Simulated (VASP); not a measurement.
The system is Ta2H3.

```xyz
5
Lattice="3.5856 0.0000 0.0000 -1.7928 3.1052 0.0000 0.0000 0.0000 6.1972" Properties=species:S:1:pos:R:3 pbc="T T T"
Ta    0.0000    0.0000    1.7081
Ta    0.0000    0.0000    4.4891
H     0.0000    0.0000    3.0986
H     0.0000    2.0701    0.0000
H     1.7928    1.0351    0.0000
```

| Item | Value |
| --- | --- |
| Program | VASP 6.6.1 |
| Task | relaxation of cell and atoms |
| Functional | PBE |
| Potentials or basis | VASP PAW PBE potentials, release 64 (Ta_pv, H) |
| Cutoff | 600 eV |
| k mesh | 6 × 6 × 4 |
| Occupations | gaussian, width 0.1 eV |
| Spin | no spin polarisation |

At the start: pressure -6.9 GPa; volume 13.80 Å³/atom.

Question: Where does the relaxation end?

Answer: Over 13 steps the energy falls by 1192.7 meV/atom and the volume is 10.05 Å³/atom (-27.2 %); space group P6/mmm (No. 191, to 0.05 Å).

The path:
| step | energy change (eV) | largest force (eV/Å) | pressure (GPa) | volume (Å³) |
| --- | --- | --- | --- | --- |
| 1 | 0.0000 | 9.2311 | -6.93 | 69.00 |
| 2 | -5.1482 | 0.3082 | -17.26 | 61.78 |
| 3 | -5.1449 | 0.2577 | -17.52 | 61.87 |
| 4 | -5.5254 | 2.9995 | 9.46 | 50.07 |
| 5 | -5.6527 | 1.9086 | -1.85 | 53.55 |
| 6 | -5.8991 | 0.8883 | -0.34 | 51.26 |
| 7 | -5.9058 | 0.2313 | 5.50 | 47.88 |
| 8 | -5.9564 | 0.0550 | 2.53 | 49.36 |
| 9 | -5.9578 | 0.1845 | 1.98 | 49.67 |
| 10 | -5.9579 | 0.1508 | 2.11 | 49.60 |
| 11 | -5.9617 | 0.0975 | -1.22 | 50.64 |
| 12 | -5.9633 | 0.0132 | -0.08 | 50.27 |
| 13 | -5.9636 | 0.0226 | 0.05 | 50.26 |

Final structure:
```xyz
5
Lattice="2.9772 0.0000 0.0000 -1.4886 2.5783 0.0000 0.0000 0.0000 6.5480" Properties=species:S:1:pos:R:3 pbc="T T T"
Ta    0.0000    0.0000    1.4600
Ta    0.0000    0.0000    5.0880
H     0.0000    0.0000    3.2740
H     0.0000    1.7189    0.0000
H     1.4886    0.8594    0.0000
```

Caveat: the volume moved by over 15 % at a fixed basis, so the end points are rough.
